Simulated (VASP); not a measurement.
**Li: single point with PBEsol**

Li:

```
Li
1.0
     3.43145    0.00000    0.00000
     0.00000    3.43145    0.00000
     0.20589    0.00000    3.43145
Li
2
Direct
  0.00000 0.00000 0.00000
  0.50000 0.50000 0.50000
```

This cell differs from its parent crystal: shear of c along a, cell held: +6.0 %.

- Program: VASP 6.6.1
- Task: single point
- Functional: PBEsol
- Potentials or basis: VASP PAW PBE potentials, release 64 (Li_sv)
- Cutoff: 520 eV
- k mesh: 16 × 16 × 16
- Occupations: gaussian, width 0.1 eV
- Spin: no spin polarisation
- Dipole correction: no
- Further INCAR settings: ALGO = Fast; EDIFF = 1e-06; NBANDS = 10

```
Band gap on the k mesh : zero (bands 3 and 4 overlap by 4.28 eV)
```

Levels at points of the mesh, in eV from the Fermi level:
```
           k point  band 1  band 2  band 3  band 4  band 5  band 6  band 7  band 8
(0.00, 0.00, 0.00)  -45.92  -45.88   -3.56    5.37    5.53    5.74    7.77    7.81
(0.50, 0.00, 0.00)  -45.90  -45.90   -1.14   -1.14    8.41    8.41    8.56    8.56
(0.00, 0.50, 0.00)  -45.90  -45.90   -1.15   -1.15    8.41    8.41    8.74    8.74
(0.50, 0.50, 0.00)  -45.90  -45.90    0.24    0.24    3.28    3.28   10.16   10.16
(0.00, 0.00, 0.50)  -45.90  -45.90   -1.15   -1.15    8.44    8.44    8.55    8.55
(0.50, 0.00, 0.50)  -45.90  -45.89   -0.02    0.52    2.91    3.64    9.98   10.81
(0.00, 0.50, 0.50)  -45.90  -45.90    0.23    0.23    3.27    3.27   10.18   10.18
(0.50, 0.50, 0.50)  -45.90  -45.90    3.13    3.13    3.35    3.35    3.66    3.66
```

Run time: 11 min on 1 thread of Intel(R) Xeon(R) Platinum 8259CL CPU @ 2.50GHz (Skylake/Cascade Lake), with other jobs on the host, peak memory 0.43 GiB.

Caveat: the cell differs from its parent crystal (shear of c along a, cell held: +6.0 %).
